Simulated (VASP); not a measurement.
# Nb5O (P6/mmm) in VASP: further runs, part 2 of 2

VASP 6.6.1.

### 5 Single point, PBE, collinear spin, zero start

Contents of INCAR:

```
PREC = Accurate
ENCUT = 520
EDIFF = 1E-6
ISMEAR = 0
SIGMA = 0.1
LREAL = F
LASPH = T
NELM = 150
ALGO = Normal
ISIF = 2
LWAVE = F
LCHARG = F
ISPIN = 2
MAGMOM = 0 0 0 0 0 0
LORBIT = 11
LMAXMIX = 4
GGA = PE
NBANDS = 48
```

Contents of KPOINTS:

```
Automatic mesh
0
Gamma
  6 6 4
```

Contents of POSCAR:

```
Nb5O
1.0
    3.8777204100      0.0000000000      0.0000000000
   -1.9388602000      3.3582043800      0.0000000000
    0.0000000000      0.0000000000      6.8943024900
Nb O
5 1
Direct
    0.3333333300      0.6666666700      0.3201413500
    0.6666666700      0.3333333300      0.3201413500
    0.6666666700      0.3333333300      0.6798586500
    0.3333333300      0.6666666700      0.6798586500
    0.0000000000      0.0000000000      0.0000000000
    0.0000000000      0.0000000000      0.5000000000
```

Potentials or basis: VASP PAW PBE potentials, release 64 (Nb_sv, O).

Started as:

```
cat potpaw_PBE.64/Nb_sv/POTCAR potpaw_PBE.64/O/POTCAR > POTCAR
mpirun -np 1 vasp_std > vasp.out
```

OUTCAR:

```text
PREC = Accurate
   ENCUT = 520
   EDIFF = 1E-6
   ISMEAR = 0
   LREAL = F
   LASPH = T
   NELM = 150
   ISIF = 2
   ISPIN = 2
   LORBIT = 11
   GGA = PE

 ion  position               nearest neighbor table
   1  0.333  0.667  0.320-   2 2.24   2 2.24   2 2.24   4 2.48
   2  0.667  0.333  0.320-   1 2.24   1 2.24   1 2.24   3 2.48
   3  0.667  0.333  0.680-   4 2.24   4 2.24   4 2.24   2 2.48
   4  0.333  0.667  0.680-   3 2.24   3 2.24   3 2.24   1 2.48
   5  0.000  0.000  0.000-
   6  0.000  0.000  0.500-

  LATTYP: Found a hexagonal cell.
 ALAT       =     3.8777204100
 C/A-ratio  =     1.7779266582

  Lattice vectors:

 A1 = (   3.8777204100,   0.0000000000,   0.0000000000)
 A2 = (  -1.9388602000,   3.3582043800,   0.0000000000)
 A3 = (   0.0000000000,   0.0000000000,   6.8943024900)

Analysis of symmetry for initial positions (statically):
=====================================================================
 Subroutine PRICEL returns:
 Original cell was already a primitive cell.

 Routine SETGRP: Setting up the symmetry group for a
 hexagonal supercell.

 Subroutine GETGRP returns: Found 24 space group operations
 (whereof 24 operations were pure point group operations)
 out of a pool of 24 trial point group operations.

The static configuration has the point symmetry D_6h.

Analysis of symmetry for dynamics (positions and initial velocities):
=====================================================================
 Subroutine PRICEL returns:
 Original cell was already a primitive cell.

 Routine SETGRP: Setting up the symmetry group for a
 hexagonal supercell.

 Subroutine GETGRP returns: Found 24 space group operations
 (whereof 24 operations were pure point group operations)
 out of a pool of 24 trial point group operations.

The dynamic configuration has the point symmetry D_6h.

Analysis of structural, dynamic, and magnetic symmetry:
=====================================================================
 Subroutine PRICEL returns:
 Original cell was already a primitive cell.

 Routine SETGRP: Setting up the symmetry group for a
 hexagonal supercell.

 Subroutine GETGRP returns: Found 24 space group operations
 (whereof 24 operations were pure point group operations)
 out of a pool of 24 trial point group operations.

The overall configuration has the point symmetry D_6h.

 Subroutine INISYM returns: Found 24 space group operations
 (whereof 24 operations are pure point group operations),
 and found     1 'primitive' translations

----------------------------------------------------------------------------------------

                                     Primitive cell

  volume of cell :      89.7788

  direct lattice vectors                    reciprocal lattice vectors
     3.877720410  0.000000000  0.000000000     0.257883471  0.148889091  0.000000000
    -1.938860200  3.358204380  0.000000000     0.000000000  0.297778183  0.000000000
     0.000000000  0.000000000  6.894302490     0.000000000  0.000000000  0.145047306

  length of vectors
     3.877720410  3.877720404  6.894302490     0.297778183  0.297778183  0.145047306

  position of ions in fractional coordinates (direct lattice)
[... 87 lines left out ...]
   IBRION =     -1    ionic relax: 0-MD 1-quasi-New 2-CG
   NFREE  =      0    steps in history (QN), initial steepest desc. (CG)
   ISIF   =      2    stress and relaxation
   ISYM   =      2    0-nonsym 1-usesym 2-fastsym
   POTIM  = 0.5000    time-step for ionic-motion
   TEBEG  =    0.0;   TEEND  =   0.0 temperature during run
   PSTRESS=    0.0 pullay stress
   NELECT =      71.0000    total number of electrons
   NUPDOWN=      -1.0000    fix difference up-down
   EMIN   =  10.00;   EMAX   =-10.00  energy-range for DOS
   EFERMI =   0.00;   METHOD = LEGACY
   ISMEAR =     0;   SIGMA  =   0.10  broadening in eV -4-tet -1-fermi 0-gaus
   EFERMI_NEDOS =   21; number of points for ismear=-14 and -15
   IALGO  =     38    algorithm
   IMIX   =      4    mixing-type and parameters
     AMIX     =   0.40;   BMIX     =  1.00
     AMIX_MAG =   1.60;   BMIX_MAG =  1.00
  volume/ion in A,a.u.               =      14.96       100.98
  Fermi-wavevector in a.u.,A,eV,Ry     =   1.513920  2.860894 31.183929  2.291954
  Thomas-Fermi vector in A             =   2.623647
   LORBIT       =     11    0 simple, 1 ext, 2 COOP (PROOUT), +10 PAW based schemes
   GGA     = PE    functional components
   LHFCALC =     F    Hartree Fock is set to
   AEXX    =    0.0000 exact exchange contribution
   IVDW    =     0    specifies the selected vdW correction
   LEPSILON=     F    determine dielectric tensor
   LRPA    =     F    only Hartree local field effects (RPA)
 spin polarized calculation
 Gauss-broadening in eV      SIGMA  =   0.10
  energy-cutoff  :      520.00
  volume of cell :       89.78
 maximum number of plane-waves:      2436
 NGX is ok and might be reduce to    30
   NGX = 15   NGY = 15   NGZ = 25

 number of electron      71.0000009 magnetization       0.0000219

 number of electron      71.0000009 magnetization      -0.0000146

 Free energy of the ion-electron system (eV)
  ---------------------------------------------------
  ext. energy  EPLUGINS =         0.00000000
  ---------------------------------------------------
  free energy    TOTEN  =       -45.17549785 eV

  energy without entropy =      -45.15028918  energy(sigma->0) =      -45.16289351

 E-fermi :  11.9079     XC(G=0): -12.6850

 val. band max:       11.8934869297   @ k =   0.5000   0.0000   0.5000
 cond. band min:      11.9108952353   @ k =   0.3333   0.3333   0.0000
 fundamental gap:      0.0174083056
 Fermi energy:        11.9079300488

 spin component 1

 k-point     1 :       0.0000    0.0000    0.0000
  band No.  band energies     occupation
      1     -43.2845      1.00000
      2     -43.1843      1.00000
      3     -42.9517      1.00000
      4     -41.4139      1.00000
      5     -41.1711      1.00000
      6     -20.6178      1.00000
[... 1039 lines left out ...]
     46      16.8772      0.00000
     47      16.9589      0.00000
 Fermi energy:        11.9079300488

 spin component 2

 k-point     1 :       0.0000    0.0000    0.0000
  band No.  band energies     occupation
      1     -43.2844      1.00000
      2     -43.1843      1.00000
      3     -42.9517      1.00000
      4     -41.4139      1.00000
      5     -41.1710      1.00000
      6     -20.6178      1.00000
[... 1039 lines left out ...]
     46      16.8772      0.00000
     47      16.9589      0.00000
 [bands above 47 left out]

------------------------ aborting loop because EDIFF is reached ----------------------------------------

  FORCE on cell =-STRESS in cart. coord.  units (eV):
  Direction    XX          YY          ZZ          XY          YZ          ZX
  --------------------------------------------------------------------------------------
  -------------------------------------------------------------------------------------
  Total       27.9241281     27.9241281     18.9956710      0.0000000      0.0000000      0.0000000
  in kB      498.3291064    498.3291053    338.9934220      0.0000007      0.0000000      0.0000000
  external PRESSURE =     445.2172112 kB  Pullay stress =       0.0000000 kB

 VOLUME and BASIS-vectors are now :
 -----------------------------------------------------------------------------
  energy-cutoff  :      520.00
  volume of cell :       89.78
      direct lattice vectors                 reciprocal lattice vectors
     3.877720410  0.000000000  0.000000000     0.257883471  0.148889091  0.000000000
    -1.938860200  3.358204380  0.000000000     0.000000000  0.297778183  0.000000000
     0.000000000  0.000000000  6.894302490     0.000000000  0.000000000  0.145047306

 POSITION                                       TOTAL-FORCE (eV/Angst)
 -----------------------------------------------------------------------------------
     -0.00000      2.23880      2.20715         0.000000     -0.000000     -5.088837
      1.93886      1.11940      2.20715        -0.000000     -0.000000     -5.088837
      1.93886      1.11940      4.68715        -0.000000     -0.000000      5.088837
     -0.00000      2.23880      4.68715         0.000000      0.000000      5.088837
      0.00000      0.00000      0.00000        -0.000000      0.000000      0.000000
      0.00000      0.00000      3.44715        -0.000000      0.000000      0.000000
 -----------------------------------------------------------------------------------
    total drift:                                0.000000      0.000000      0.000000

  FREE ENERGIE OF THE ION-ELECTRON SYSTEM (eV)
  ---------------------------------------------------
  free  energy   TOTEN  =       -45.1754978517 eV

  energy  without entropy=      -45.1502891750  energy(sigma->0) =      -45.16289351

 total charge

# of ion       s       p       d       tot
------------------------------------------
    1        2.211   5.983   3.308  11.503
    2        2.211   5.983   3.308  11.503
    3        2.211   5.983   3.308  11.503
    4        2.211   5.983   3.308  11.503
    5        2.178   5.980   2.246  10.404
    6        1.608   3.299   0.000   4.907
--------------------------------------------------
tot         12.631  33.213  15.479  61.322

 magnetization (x)

# of ion       s       p       d       tot
------------------------------------------
    1        0.000   0.000   0.000   0.000
    2        0.000   0.000   0.000   0.000
    3        0.000   0.000   0.000   0.000
    4        0.000   0.000   0.000   0.000
    5        0.000  -0.000  -0.000  -0.000
    6        0.000  -0.000   0.000  -0.000
--------------------------------------------------
tot          0.000  -0.000   0.000   0.000
```

OSZICAR:

```text
N       E                     dE             d eps       ncg     rms          rms(c)
DAV:   1     0.102469757885E+04    0.10247E+04   -0.38767E+04  4032   0.157E+03
DAV:   2     0.376379191421E+02   -0.98706E+03   -0.95348E+03  4456   0.675E+02
DAV:   3    -0.428292698969E+02   -0.80467E+02   -0.76776E+02  6800   0.151E+02
DAV:   4    -0.491184628035E+02   -0.62892E+01   -0.60583E+01  7240   0.360E+01
DAV:   5    -0.494272288313E+02   -0.30877E+00   -0.30618E+00  7008   0.878E+00    0.239E+01
DAV:   6    -0.511338305285E+02   -0.17066E+01   -0.50108E+01  5808   0.236E+01    0.202E+01
DAV:   7    -0.460551440440E+02    0.50787E+01   -0.63696E+01  6192   0.267E+01    0.994E+00
DAV:   8    -0.453023000648E+02    0.75284E+00   -0.37809E+00  6496   0.106E+01    0.420E+00
DAV:   9    -0.451658942013E+02    0.13641E+00   -0.76573E-01  6384   0.456E+00    0.141E+00
DAV:  10    -0.451740974450E+02   -0.82032E-02   -0.97348E-02  6760   0.156E+00    0.783E-01
DAV:  11    -0.451756577312E+02   -0.15603E-02   -0.16206E-02  6544   0.971E-01    0.122E-01
DAV:  12    -0.451754780758E+02    0.17966E-03   -0.15505E-03  6520   0.280E-01    0.716E-02
DAV:  13    -0.451754999992E+02   -0.21923E-04   -0.96628E-05  6616   0.695E-02    0.262E-02
DAV:  14    -0.451755016852E+02   -0.16859E-05   -0.21659E-05  6528   0.363E-02    0.115E-02
DAV:  15    -0.451754981973E+02    0.34878E-05   -0.23240E-06  4024   0.127E-02    0.466E-03
DAV:  16    -0.451754978517E+02    0.34564E-06   -0.81479E-07  3120   0.780E-03
   1 F= -.45175498E+02 E0= -.45162894E+02  d E =-.252087E-01  mag=     0.0000
```

stdout:

```text
POSCAR found type information on POSCAR NbO
 POSCAR found :  2 types and       6 ions
 scaLAPACK will be used
 LDA part: xc-table for (Slater+PW92), standard interpolation
 POSCAR, INCAR and KPOINTS ok, starting setup
 FFT: planning ... GRIDC
 FFT: planning ... GRID_SOFT
 FFT: planning ... GRID
 WAVECAR not read
 entering main loop
```

Run time: 4 min. Hardware: 1 thread of AMD EPYC 7R43 (Zen 3), shared host; peak memory 0.28 GiB.

Results:

- Free energy: -45.1755 eV
- Pressure: 44.5 GPa
- Largest force: 5.089 eV/Å
- Net moment: 0.00 μB per cell
- Valence electrons inside the program's atomic spheres: Nb 11.50, 10.40 (each value once); O 4.91

Forces in eV/Å, atoms in the order of the input:
```
Nb   0.000  0.000 -5.089
Nb   0.000  0.000 -5.089
Nb   0.000  0.000  5.089
Nb   0.000  0.000  5.089
Nb   0.000  0.000  0.000
O    0.000  0.000  0.000
```

Levels at points of the mesh, in eV from the Fermi level:
Spin up:
```
           k point  band 32  band 33  band 34  band 35  band 36  band 37  band 38  band 39  band 40  band 41
(0.00, 0.00, 0.00)     0.15     0.15     0.51     0.51     0.60     1.17     1.17     1.30     1.39     2.09
(0.50, 0.00, 0.00)    -1.37    -1.37    -0.18    -0.04     0.03     0.76     0.91     1.53     1.72     2.37
(0.00, 0.00, 0.50)    -0.76    -0.76    -0.33     0.56     0.56     1.63     1.90     1.90     2.02     2.26
(0.50, 0.00, 0.50)    -0.90    -0.87    -0.69    -0.25    -0.15    -0.01     0.75     1.52     1.59     2.05
```
Spin down:
```csv
k point,band 32,band 33,band 34,band 35,band 36,band 37,band 38,band 39,band 40,band 41
"(0.00, 0.00, 0.00)",0.15,0.15,0.51,0.51,0.60,1.17,1.17,1.30,1.39,2.09
"(0.50, 0.00, 0.00)",-1.37,-1.37,-0.18,-0.04,0.03,0.76,0.91,1.53,1.72,2.37
"(0.00, 0.00, 0.50)",-0.76,-0.76,-0.33,0.56,0.56,1.63,1.90,1.90,2.02,2.26
"(0.50, 0.00, 0.50)",-0.90,-0.87,-0.69,-0.25,-0.15,-0.01,0.75,1.52,1.59,2.05
```

Caveat: the stress differs along the axes, from 34 to 50 GPa; no moment was typed at the start, so none could form; forces of over 1 eV/Å act on the atoms, so gaps and moduli don't describe the material at rest.

### 6 Single point, PBE

This run uses another cell than the first one, of 16.92 Å³/atom.

Contents of INCAR:

```
PREC     = Accurate       # precision mode
ENCUT    = 520            # plane-wave cutoff, eV
EDIFF    = 1E-6           # SCF threshold, eV
ISMEAR   = 0              # smearing method
SIGMA    = 0.1            # smearing width, eV
LREAL    = F              # projectors in reciprocal space
LASPH    = T              # aspherical terms in the spheres
NELM     = 100            # most SCF steps
ALGO     = Normal         # electronic algorithm
ISIF     = 2              # what is computed and relaxed
LWAVE    = F              # write WAVECAR
LCHARG   = T              # write CHGCAR
GGA      = PE             # functional
LELF     = T              # ELF
LVHAR    = T            
NBANDS   = 44             # bands
```

Contents of KPOINTS:

```
Automatic mesh
0
Gamma
  12 12 8
```

Contents of POSCAR:

```
Nb5O
1.0
    4.6975645809      0.0000000000      0.0000000000
   -2.3487822905      4.0682102630      0.0000000000
    0.0000000000      0.0000000000      5.3128440441
Nb O
5 1
Direct
    0.3333333333      0.6666666667      0.2425914000
    0.6666666667      0.3333333333      0.2425914000
    0.6666666667      0.3333333333      0.7574086000
    0.3333333333      0.6666666667      0.7574086000
    0.0000000000      0.0000000000      0.0000000000
    0.0000000000      0.0000000000      0.5000000000
```

Potentials or basis: VASP PAW PBE potentials, release 64 (Nb_sv, O).

Started as:

```
cat potpaw_PBE.64/Nb_sv/POTCAR potpaw_PBE.64/O/POTCAR > POTCAR
mpirun -np 1 vasp_std > vasp.out
```

It took 7.8 min on 1 thread of AMD EPYC 7R43 (Zen 3), shared host; peak memory 0.41 GiB.

Results (log left out):

* Free energy: -53.6064 eV
* Pressure: -0.2 GPa
* Band gap on the k mesh: zero (an odd number of electrons rules out a gap without spin polarisation)

Forces on the atoms (eV/Å):
```
Nb   0.000  0.000 -0.003
Nb   0.000  0.000 -0.003
Nb   0.000  0.000  0.003
Nb   0.000  0.000  0.003
Nb   0.000  0.000  0.000
O    0.000  0.000  0.000
```

Levels at points of the mesh, in eV from the Fermi level:
```csv
k point,band 31,band 32,band 33,band 34,band 35,band 36,band 37,band 38,band 39,band 40
"(0.00, 0.00, 0.00)",-1.71,-0.63,-0.63,-0.51,-0.51,-0.35,0.23,1.03,1.03,1.46
"(0.50, 0.00, 0.00)",-1.76,-1.62,-1.38,-1.28,-0.88,-0.67,-0.06,1.10,1.47,1.56
"(0.00, 0.00, 0.50)",-0.80,-0.80,-0.77,-0.77,-0.56,-0.47,0.56,0.56,1.05,1.05
"(0.50, 0.00, 0.50)",-1.31,-1.25,-1.15,-0.97,-0.36,0.48,0.52,0.61,1.11,1.25
```

Caveat: an odd number of electrons without spin polarisation forces a metal; a magnetic or distorted state may lie lower.

### 7 Overview

| task | spin | cell | k mesh | cutoff (eV) | gap on the mesh (eV) | pressure (GPa) | largest force (eV/Å) |
| --- | --- | --- | --- | --- | --- | --- | --- |
| single point | off | a = 3.878, b = 3.878, c = 6.894 Å, angles 90.0, 90.0, 120.0°, 6 atoms, atomic positions A | 6 × 6 × 4 | 520 | none | 44.5 | 5.09 |
| single point | off | a = 4.694, b = 4.694, c = 5.321 Å, angles 90.0, 90.0, 120.0°, 6 atoms, atomic positions B | 6 × 6 × 4 | 520 | none | -0.4 | - |
| relaxation of cell and atoms | off | relaxed from a = 3.878, b = 3.878, c = 6.894 Å, angles 90.0, 90.0, 120.0°, 6 atoms, atomic positions A | 6 × 6 × 4 | 600 | none | 0.1 | 0.03 |
| single point | collinear, zero start | a = 3.878, b = 3.878, c = 6.894 Å, angles 90.0, 90.0, 120.0°, 6 atoms, atomic positions A | 6 × 6 × 4 | 520 | none | 44.5 | 5.09 |
| single point | off | a = 4.698, b = 4.698, c = 5.313 Å, angles 90.0, 90.0, 120.0°, 6 atoms, atomic positions B | 12 × 12 × 8 | 520 | none | -0.2 | - |

Alike in all rows: level PBE; potentials or basis VASP PAW PBE potentials, release 64 (Nb_sv, O); smearing gaussian 0.1 eV.

Caveats: an odd number of electrons without spin polarisation forces a metal (at least some runs); a magnetic or distorted state may lie lower (at least some runs); the stress differs along the axes, from 34 to 50 GPa (at least some runs); a cell axis changed by over 15 % at a fixed basis, so the end point is rough (at least some runs); no moment was typed at the start, so none could form (at least some runs); forces of over 1 eV/Å act on the atoms, so gaps and moduli don't describe the material at rest (at least some runs).

Total energies depend on the potentials used, so only differences within one code and one set of settings carry meaning.

The gap in the log of VASP goes by the Fermi energy; the results here count the filled bands.